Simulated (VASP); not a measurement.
# SiGe (P6_3mc) in VASP: further runs

SiGe is run at these levels: PBEsol; tasks: relaxation of cell and atoms, single point.

Program: VASP 6.6.1. These are calculated values, not measurements. Logs are shortened: lines on timing, memory, paths and dates and some standing lists are left out, and cuts for length are marked.

## Step 1: The cell of the first run

It takes space group P6_3mc (No. 186, hexagonal). Conventional cell: a = 3.904 Å, b = 3.904 Å, c = 6.451 Å, α = 90.00°, β = 90.00°, γ = 120.00°. Within 3.2 Å of Si (site symmetry 3m) lie 4 Ge at 2.40 to 2.41 Å. Ge (site symmetry 3m) has 4 Si at 2.40 to 2.41 Å within 3.2 Å.

## Step 2: Relaxation of cell and atoms, PBEsol

The input, INCAR:

```
PREC = Accurate
ENCUT = 600
EDIFF = 1E-7
ISMEAR = 0
SIGMA = 0.02
LREAL = F
LASPH = T
NELM = 80
ALGO = Normal
ISIF = 3
LWAVE = F
LCHARG = F
GGA = PS
IBRION = 2
NSW = 100
EDIFFG = -0.005
```

The input, KPOINTS:

```
Automatic mesh
0
Gamma
  12 12 6
```

The input, POSCAR:

```
SiGe
1.0
    3.9044512986      0.0000000000      0.0000000000
   -1.9522256493      3.3813540124      0.0000000000
    0.0000000000      0.0000000000      6.4507830000
Si Ge
2 2
Direct
    0.6666666700      0.3333333300      0.8746070000
    0.3333333300      0.6666666700      0.3746070000
    0.6666666700      0.3333333300      0.5003920000
    0.3333333300      0.6666666700      0.0003920000
```

Potentials or basis: VASP PAW PBE potentials, release 64 (Si, Ge_d).

Started as:

```
$ cat potpaw_PBE.64/Si/POTCAR potpaw_PBE.64/Ge_d/POTCAR > POTCAR
$ mpirun -np 1 vasp_std > vasp.out
```

OUTCAR:

```text
PREC = Accurate
   ENCUT = 600
   EDIFF = 1E-7
   ISMEAR = 0
   LREAL = F
   LASPH = T
   NELM = 80
   ISIF = 3
   GGA = PS
   IBRION = 2
   NSW = 100
   EDIFFG = -0.005

 ion  position               nearest neighbor table
   1  0.667  0.333  0.875-   4 2.40   4 2.40   4 2.40   3 2.41
   2  0.333  0.667  0.375-   3 2.40   3 2.40   3 2.40   4 2.41
   3  0.667  0.333  0.500-   2 2.40   2 2.40   2 2.40   1 2.41
   4  0.333  0.667  0.000-   1 2.40   1 2.40   1 2.40   2 2.41

  LATTYP: Found a hexagonal cell.
 ALAT       =     3.9044512986
 C/A-ratio  =     1.6521612146

  Lattice vectors:

 A1 = (   3.9044512986,   0.0000000000,   0.0000000000)
 A2 = (  -1.9522256493,   3.3813540124,   0.0000000000)
 A3 = (   0.0000000000,   0.0000000000,   6.4507830000)

Analysis of symmetry for initial positions (statically):
=====================================================================
 Subroutine PRICEL returns:
 Original cell was already a primitive cell.

 Routine SETGRP: Setting up the symmetry group for a
 hexagonal supercell.

 Subroutine GETGRP returns: Found 12 space group operations
 (whereof  6 operations were pure point group operations)
 out of a pool of 24 trial point group operations.

The static configuration has the point symmetry C_3v.
 The point group associated with its full space group is C_6v.

Analysis of symmetry for dynamics (positions and initial velocities):
=====================================================================
 Subroutine PRICEL returns:
 Original cell was already a primitive cell.

 Routine SETGRP: Setting up the symmetry group for a
 hexagonal supercell.

 Subroutine GETGRP returns: Found 12 space group operations
 (whereof  6 operations were pure point group operations)
 out of a pool of 24 trial point group operations.

The dynamic configuration has the point symmetry C_3v.
 The point group associated with its full space group is C_6v.

 Subroutine INISYM returns: Found 12 space group operations
 (whereof  6 operations are pure point group operations),
 and found     1 'primitive' translations

----------------------------------------------------------------------------------------

                                     Primitive cell

  volume of cell :      85.1654

  direct lattice vectors                    reciprocal lattice vectors
     3.904451299  0.000000000  0.000000000     0.256117934  0.147869758  0.000000000
    -1.952225649  3.381354012  0.000000000     0.000000000  0.295739516  0.000000000
     0.000000000  0.000000000  6.450783000     0.000000000  0.000000000  0.155019941

  length of vectors
     3.904451299  3.904451299  6.450783000     0.295739516  0.295739516  0.155019941

  position of ions in fractional coordinates (direct lattice)
     0.666666670  0.333333330  0.874607000
     0.333333330  0.666666670  0.374607000
     0.666666670  0.333333330  0.500392000
     0.333333330  0.666666670  0.000392000

  ion indices of the primitive-cell ions
   primitive index   ion index
                 1           1
                 2           2
                 3           3
                 4           4

----------------------------------------------------------------------------------------

 KPOINTS: Automatic mesh

Automatic generation of k-mesh.
 Grid dimensions read from file:
 generate k-points for:   12   12    6

 Generating k-lattice:

  Cartesian coordinates                     Fractional coordinates (reciprocal lattice)
     0.021343161  0.012322480  0.000000000     0.083333333  0.000000000  0.000000000
     0.000000000  0.024644960  0.000000000     0.000000000  0.083333333  0.000000000
     0.000000000  0.000000000  0.025836657     0.000000000  0.000000000  0.166666667

  Length of vectors
     0.024644960  0.024644960  0.025836657

  Shift w.r.t. Gamma in fractional coordinates (k-lattice)
     0.000000000  0.000000000  0.000000000

 Subroutine IBZKPT returns following result:
 ===========================================

 Found     76 irreducible k-points:

 Following reciprocal coordinates:
[... 36 lines left out ...]
   ISYM   =      2    0-nonsym 1-usesym 2-fastsym
   POTIM  = 0.5000    time-step for ionic-motion
   TEBEG  =    0.0;   TEEND  =   0.0 temperature during run
   PSTRESS=    0.0 pullay stress
   NELECT =      36.0000    total number of electrons
   NUPDOWN=      -1.0000    fix difference up-down
   EMIN   =  10.00;   EMAX   =-10.00  energy-range for DOS
   EFERMI =   0.00;   METHOD = LEGACY
   ISMEAR =     0;   SIGMA  =   0.02  broadening in eV -4-tet -1-fermi 0-gaus
   EFERMI_NEDOS =   21; number of points for ismear=-14 and -15
   IALGO  =     38    algorithm
   IMIX   =      4    mixing-type and parameters
     AMIX     =   0.40;   BMIX     =  1.00
     AMIX_MAG =   1.60;   BMIX_MAG =  1.00
  volume/ion in A,a.u.               =      21.29       143.68
  Fermi-wavevector in a.u.,A,eV,Ry     =   1.228631  2.321775 20.538443  1.509533
  Thomas-Fermi vector in A             =   2.363549
   LORBIT       =      0    0 simple, 1 ext, 2 COOP (PROOUT), +10 PAW based schemes
   GGA     = PS    functional components
   LHFCALC =     F    Hartree Fock is set to
   AEXX    =    0.0000 exact exchange contribution
   IVDW    =     0    specifies the selected vdW correction
   LEPSILON=     F    determine dielectric tensor
   LRPA    =     F    only Hartree local field effects (RPA)
 conjugate gradient relaxation of ions
 non-spin polarized calculation
 Gauss-broadening in eV      SIGMA  =   0.02
  energy-cutoff  :      600.00
  volume of cell :       85.17
 maximum number of plane-waves:      2864
 NGX is ok and might be reduce to    32
   NGX = 15   NGY = 15   NGZ = 25

--------------------------------------- Ionic step        1  -------------------------------------------

 number of electron      36.0000003 magnetization

 Free energy of the ion-electron system (eV)
  ---------------------------------------------------
  ext. energy  EPLUGINS =         0.00000000
  ---------------------------------------------------
  free energy    TOTEN  =       -21.26115716 eV

  energy without entropy =      -21.26115716  energy(sigma->0) =      -21.26115716

------------------------ aborting loop because EDIFF is reached ----------------------------------------

  FORCE on cell =-STRESS in cart. coord.  units (eV):
  Direction    XX          YY          ZZ          XY          YZ          ZX
  --------------------------------------------------------------------------------------
  -------------------------------------------------------------------------------------
  Total       -0.1275739     -0.1275739     -0.1610253      0.0000000      0.0000000      0.0000000
  in kB       -2.3999898     -2.3999898     -3.0292956      0.0000000      0.0000000      0.0000000
  external PRESSURE =      -2.6097584 kB  Pullay stress =       0.0000000 kB
[... 61 lines left out ...]
  energy  without entropy=      -21.2613262346  energy(sigma->0) =      -21.26132623

--------------------------------------- Ionic step        3  -------------------------------------------

 number of electron      36.0000000 magnetization

 Free energy of the ion-electron system (eV)
  ---------------------------------------------------
  ext. energy  EPLUGINS =         0.00000000
  ---------------------------------------------------
  free energy    TOTEN  =       -21.26139500 eV

  energy without entropy =      -21.26139500  energy(sigma->0) =      -21.26139500

 E-fermi :   5.6685     XC(G=0):  -9.8811

 val. band max:        5.5586566315   @ k =   0.0000   0.0000   0.0000
 cond. band min:       5.9059606943   @ k =   0.5000  -0.0000   0.0000
 fundamental gap:      0.3473040627
 Fermi energy:         5.6685215027

 k-point     1 :       0.0000    0.0000    0.0000
  band No.  band energies     occupation
      1     -18.9662      2.00000
      2     -18.9661      2.00000
      3     -18.9628      2.00000
      4     -18.9628      2.00000
      5     -18.9600      2.00000
      6     -18.9600      2.00000
[... 574 lines left out ...]
      6     -18.9553      2.00000
[... 14 lines left out ...]
     21       8.2088      0.00000
     22       9.2288      0.00000

 [... further k-points ...]
[... 5 lines left out ...]
  --------------------------------------------------------------------------------------
  -------------------------------------------------------------------------------------
  Total        0.0016411      0.0016411      0.0163193      0.0000000      0.0000000      0.0000000
  in kB        0.0309750      0.0309750      0.3080156      0.0000000      0.0000000      0.0000000
  external PRESSURE =       0.1233219 kB  Pullay stress =       0.0000000 kB
[... 19 lines left out ...]
  FREE ENERGIE OF THE ION-ELECTRON SYSTEM (eV)
  ---------------------------------------------------
  free  energy   TOTEN  =       -21.2613950005 eV

  energy  without entropy=      -21.2613950005  energy(sigma->0) =      -21.26139500

 reached required accuracy - stopping structural energy minimisation
```

Wall time 4.5 min (1 thread of Intel Xeon 6975P-C, shared host); peak memory 0.33 GiB.

What came out:

| Item | Value |
| --- | --- |
| Free energy | -21.2614 eV |
| Relaxed volume | 21.22 Å³/atom |
| Relaxed cell | a = 3.901 Å, b = 3.901 Å, c = 6.443 Å, α = 90.00°, β = 90.00°, γ = 120.00° |
| Space group after relaxing (to 0.05 Å) | P6_3mc (No. 186) |
| Energy gained by relaxing | 0.1 meV/atom |
| Ionic steps | 3 |
| Pressure after relaxing | 0.0 GPa |
| Band gap on the k mesh | 0.35 eV, indirect (least direct gap 0.41 eV) |

The path:
```
step  energy change (eV)  largest force (eV/Å)  pressure (GPa)  volume (Å³)
   1              0.0000                0.0102           -0.26        85.17
   2             -0.0002                0.0038            0.15        84.74
   3             -0.0002                0.0013            0.01        84.89
```

Final structure:
```yaml
crystal:
  lattice:
    - [3.90053, 0.00000, 0.00000]
    - [-1.95027, 3.37796, 0.00000]
    - [0.00000, 0.00000, 6.44261]
  atoms:
    - { symbol: Si, position: [0.66667, 0.33333, 0.87456] }
    - { symbol: Si, position: [0.33333, 0.66667, 0.37456] }
    - { symbol: Ge, position: [0.66667, 0.33333, 0.50044] }
    - { symbol: Ge, position: [0.33333, 0.66667, 0.00044] }
```

Caveat: the PAW data sets were made with another functional, which shifts forces and pressure a little. A k mesh can miss the band edges.

## Step 3: Relaxation of cell and atoms, PBEsol, target pressure -3 GPa, at which the enthalpy is minimised

This run uses another cell than the first one, of 21.83 Å³/atom, 1.026 times its volume.

The input, INCAR:

```
SYSTEM = SiGe
PREC = Accurate ; ENCUT = 600
EDIFF = 1E-7 ; ISMEAR = 0
SIGMA = 0.02 ; LREAL = .False.
LASPH = .True. ; NELM = 80
ALGO = Normal ; ISIF = 3
LWAVE = .False. ; LCHARG = .False.
GGA = PS ; IBRION = 2
NSW = 70 ; EDIFFG = -0.008
PSTRESS = -30.0
```

The input, KPOINTS:

```
regular mesh
0
Gamma
  12 12 6
  0 0 0
```

The input, POSCAR:

```
SiGe
1.0
    3.9375875234      0.0000000000      0.0000000000
   -1.9687937617      3.4100508249      0.0000000000
    0.0000000000      0.0000000000      6.5044975637
Si Ge
2 2
Direct
    0.6666666667      0.3333333333      0.8745463420
    0.3333333333      0.6666666667      0.3745463420
    0.6666666667      0.3333333333      0.5004526580
    0.3333333333      0.6666666667      0.0004526580
```

Potentials or basis: VASP PAW PBE potentials, release 64 (Si, Ge_d).

Started as:

```
$ cat potpaw_PBE.64/Si/POTCAR potpaw_PBE.64/Ge_d/POTCAR > POTCAR
$ mpirun -np 1 vasp_std > vasp.out
```

Wall time 5 min (1 thread of Intel Xeon 6975P-C, shared host); peak memory 0.33 GiB.

It converged, with:

* Free energy: -21.2274 eV
* Relaxed volume: 22.10 Å³/atom
* Relaxed cell: a = 3.954 Å, b = 3.954 Å, c = 6.531 Å, α = 90.00°, β = 90.00°, γ = 120.00°
* Space group after relaxing (to 0.05 Å): P6_3mc (No. 186)
* Energy change on relaxing (the enthalpy is what falls): +4.3 meV/atom
* Ionic steps: 3
* Pressure after relaxing: -3.0 GPa
* Largest force after relaxing: 0.007 eV/Å
* Band gap on the k mesh: 0.30 eV, direct

Forces in eV/Å, atoms in the order of the input:
```
Si   0.000  0.000  0.007
Si   0.000  0.000  0.007
Ge   0.000  0.000 -0.007
Ge   0.000  0.000 -0.007
```

The path:
| step | energy change (eV) | largest force (eV/Å) | pressure (GPa) | volume (Å³) |
| --- | --- | --- | --- | --- |
| 1 | 0.0000 | 0.0106 | -2.17 | 87.34 |
| 2 | 0.0246 | 0.0050 | -3.28 | 88.78 |
| 3 | 0.0172 | 0.0066 | -3.00 | 88.40 |

Final structure:
```yaml
crystal:
  lattice:
    - [3.95353, 0.00000, 0.00000]
    - [-1.97676, 3.42385, 0.00000]
    - [0.00000, 0.00000, 6.53080]
  atoms:
    - { symbol: Si, position: [0.66667, 0.33333, 0.87460] }
    - { symbol: Si, position: [0.33333, 0.66667, 0.37460] }
    - { symbol: Ge, position: [0.66667, 0.33333, 0.50039] }
    - { symbol: Ge, position: [0.33333, 0.66667, 0.00039] }
```

Levels at points of the mesh, in eV from the valence-band top:
| k point | band 14 | band 15 | band 16 | band 17 | band 18 | band 19 | band 20 | band 21 | band 22 |
| --- | --- | --- | --- | --- | --- | --- | --- | --- | --- |
| (0.00, 0.00, 0.00) | -1.52 | -1.52 | -0.29 | 0.00 | 0.00 | 0.30 | 1.12 | 2.05 | 2.05 |
| (0.50, 0.00, 0.00) | -6.30 | -4.57 | -3.05 | -2.88 | -1.47 | 0.41 | 1.87 | 3.21 | 3.32 |
| (0.00, 0.00, 0.50) | -4.49 | -0.92 | -0.92 | -0.92 | -0.92 | 1.08 | 1.08 | 3.07 | 3.07 |
| (0.50, 0.00, 0.50) | -7.44 | -2.51 | -2.51 | -2.41 | -2.41 | 0.60 | 0.60 | 1.83 | 1.83 |

Caveat: the cell is relaxed towards a set pressure, so the enthalpy falls and the energy may rise; the PAW data sets were made with another functional, which shifts forces and pressure a little. A k mesh can miss the band edges.

## Step 4: Single point, PBEsol (biaxial strain in the a-b plane: +2.0 %, then relaxed in part)

The input, INCAR:

```
SYSTEM = SiGe
PREC = Accurate ; ENCUT = 520
EDIFF = 1E-6 ; ISMEAR = 0
SIGMA = 0.02 ; LREAL = .FALSE.
LASPH = .TRUE. ; NELM = 80
ALGO = Normal ; ISIF = 2
LWAVE = .FALSE. ; LCHARG = .FALSE.
GGA = PS ; NBANDS = 26
```

The input, KPOINTS:

```
regular mesh
0
G
  12 12 6
  0 0 0
```

The input, POSCAR:

```
SiGe
1.0
    3.9786088271      0.0000000000      0.0000000000
   -1.9893044136      3.4455763160      0.0000000000
    0.0000000000      0.0000000000      6.4084209190
Si Ge
2 2
Direct
    0.6666666667      0.3333333333      0.8761579615
    0.3333333333      0.6666666667      0.3761579615
    0.6666666667      0.3333333333      0.4988410385
    0.3333333333      0.6666666667     -0.0011589615
```

Started as:

```
$ cat potpaw_PBE.64/Si/POTCAR potpaw_PBE.64/Ge_d/POTCAR > POTCAR
$ mpirun -np 1 vasp_std > vasp.out
```

It took 1.8 min on 1 thread of Intel Xeon Platinum 8375C at 2.90GHz (Ice Lake), shared host; peak memory 0.29 GiB.

It converged, with:

```yaml
Free_energy: -21.2199 eV
Pressure: -2.5 GPa
Band_gap_on_the_k_mesh: 0.07 eV, direct
```

Stress tensor (GPa, compression positive):
```
-3.78  0.00  0.00
 0.00 -3.78  0.00
 0.00  0.00 -0.02
```

Levels at points of the mesh, in eV from the valence-band top:
| k point | band 16 | band 17 | band 18 | band 19 | band 20 | band 21 |
| --- | --- | --- | --- | --- | --- | --- |
| (0.00, 0.00, 0.00) | -0.12 | 0.00 | 0.00 | 0.07 | 1.33 | 1.98 |
| (0.50, 0.00, 0.00) | -3.12 | -2.85 | -1.43 | 0.31 | 1.96 | 3.34 |
| (0.00, 0.00, 0.50) | -1.00 | -1.00 | -1.00 | 0.91 | 0.91 | 3.04 |
| (0.50, 0.00, 0.50) | -2.45 | -2.36 | -2.36 | 0.69 | 0.69 | 1.91 |

Caveat: the cell differs from its parent crystal (biaxial strain in the a-b plane: +2.0 %, then relaxed in part); the PAW data sets were made with another functional, which shifts forces and pressure a little.

## Step 5: Single point, PBEsol (equal strain along all axes, cell held: -3.0 %, then relaxed in part)

The input, INCAR:

```
SYSTEM = SiGe
PREC = Accurate
ENCUT = 520
EDIFF = 1E-6
ISMEAR = 0
SIGMA = 0.02
LREAL = .FALSE.
LASPH = .TRUE.
NELM = 80
ALGO = Normal
ISIF = 2
LWAVE = .FALSE.
LCHARG = .TRUE.
GGA = PS
LELF = .TRUE.
LVHAR = .TRUE.
NBANDS = 26
```

The input, KPOINTS:

```
Automatic mesh
0
G
  12 12 6
  0 0 0
```

The input, POSCAR:

```
SiGe
1.0
    3.7835789998      0.0000000000      0.0000000000
   -1.8917894999      3.2766755311      0.0000000000
    0.0000000000      0.0000000000      6.2500909918
Si Ge
2 2
Direct
    0.6666666667      0.3333333333      0.8743341592
    0.3333333333      0.6666666667      0.3743341592
    0.6666666667      0.3333333333      0.5006648408
    0.3333333333      0.6666666667      0.0006648408
```

Started as:

```
$ cat potpaw_PBE.64/Si/POTCAR potpaw_PBE.64/Ge_d/POTCAR > POTCAR
$ mpirun -np 1 vasp_std > vasp.out
```

Run time: 67 s. Hardware: 1 thread of Intel Xeon 6975P-C (Granite Rapids), shared host; peak memory 0.26 GiB.

It converged, with:

```yaml
Free_energy: -21.0681 eV
Pressure: 9.1 GPa
Largest_force: 0.003 eV/Å
Band_gap_on_the_k_mesh: 0.18 eV, indirect (least direct gap 0.66 eV)
```

Forces on the atoms (eV/Å):
```
Si   0.000  0.000 -0.003
Si   0.000  0.000 -0.003
Ge   0.000  0.000  0.003
Ge   0.000  0.000  0.003
```

Stress tensor (GPa, compression positive):
```
8.95 0.00 0.00
0.00 8.95 0.00
0.00 0.00 9.29
```

Levels at points of the mesh, in eV from the valence-band top:
```tsv
k point	band 15	band 16	band 17	band 18	band 19	band 20	band 21	band 22
(0.00, 0.00, 0.00)	-1.75	-0.39	0.00	0.00	0.66	1.97	1.97	2.13
(0.50, 0.00, 0.00)	-5.28	-3.52	-3.43	-1.68	0.18	2.15	3.12	3.25
(0.00, 0.00, 0.50)	-1.08	-1.08	-1.08	-1.08	1.49	1.49	3.08	3.08
(0.50, 0.00, 0.50)	-2.85	-2.85	-2.79	-2.79	0.62	0.62	1.62	1.62
```

Caveat: the cell differs from its parent crystal (equal strain along all axes, cell held: -3.0 %, then relaxed in part); the PAW data sets were made with another functional, which shifts forces and pressure a little.

## Step 6: Summary

| task | cell | cutoff (eV) | gap on the mesh (eV) | pressure (GPa) |
| --- | --- | --- | --- | --- |
| relaxation of cell and atoms | relaxed from a = 3.904, b = 3.904, c = 6.451 Å, angles 90.0, 90.0, 120.0°, 4 atoms | 600 | 0.35 | 0.0 |
| relaxation of cell and atoms | relaxed to -3 GPa from a = 3.938, b = 3.938, c = 6.504 Å, angles 90.0, 90.0, 120.0°, 4 atoms | 600 | 0.30 | -3.0 |
| single point | a = 3.979, b = 3.979, c = 6.408 Å, angles 90.0, 90.0, 120.0°, 4 atoms | 520 | 0.07 | -2.5 |
| single point | a = 3.784, b = 3.784, c = 6.250 Å, angles 90.0, 90.0, 120.0°, 4 atoms | 520 | 0.18 | 9.1 |

Alike in all rows: level PBEsol; potentials or basis VASP PAW PBE potentials, release 64 (Si, Ge_d); no spin polarisation; k mesh 12 × 12 × 6; smearing gaussian 0.02 eV.

Caveats: the PAW data sets were made with another functional, which shifts forces and pressure a little; the cell is relaxed towards a set pressure, so the enthalpy falls and the energy may rise (some runs).

Absolute energies hang on the potentials; compare differences alone.
